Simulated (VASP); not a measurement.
Here is a VASP 6.6.1 calculation.

File INCAR:

```
PREC     = Accurate       # precision mode
ENCUT    = 520            # plane-wave cutoff, eV
EDIFF    = 1E-6           # SCF threshold, eV
ISMEAR   = 0              # smearing method
SIGMA    = 0.01           # smearing width, eV
LREAL    = False          # projectors in reciprocal space
LASPH    = True           # aspherical terms in the spheres
NELM     = 100            # most SCF steps
ALGO     = Normal         # electronic algorithm
ISIF     = 2              # what is computed and relaxed
LWAVE    = False          # write WAVECAR
LCHARG   = False          # write CHGCAR
GGA      = PS             # functional
NBANDS   = 16             # bands
```

The input KPOINTS:

```
Automatic mesh
0
Gamma
  8 8 8
```

File POSCAR:

```
ZnSe
1.0
    0.0000000000      2.7354171582      2.7354171582
    2.7354171582      0.0000000000      2.7354171582
    2.7354171582      2.7354171582      0.0000000000
Zn Se
1 1
Direct
    0.0000000000      0.0000000000      0.0000000000
    0.7500000000      0.7500000000      0.7500000000
```

Potentials or basis: VASP PAW PBE potentials, release 64 (Zn, Se).

Launch:

```bash
$ cat potpaw_PBE.64/Zn/POTCAR potpaw_PBE.64/Se/POTCAR > POTCAR
$ mpirun -np 1 vasp_std > vasp.out
```

Q: Predict the band gap on the k mesh.

A: 1.61 eV, direct.

Q: Estimate the pressure.

A: 7.3 GPa.

Caveat: the PAW data sets were made with another functional, which shifts forces and pressure a little. Expect the measured gap to be larger: semilocal functionals such as PBEsol lack the derivative discontinuity.
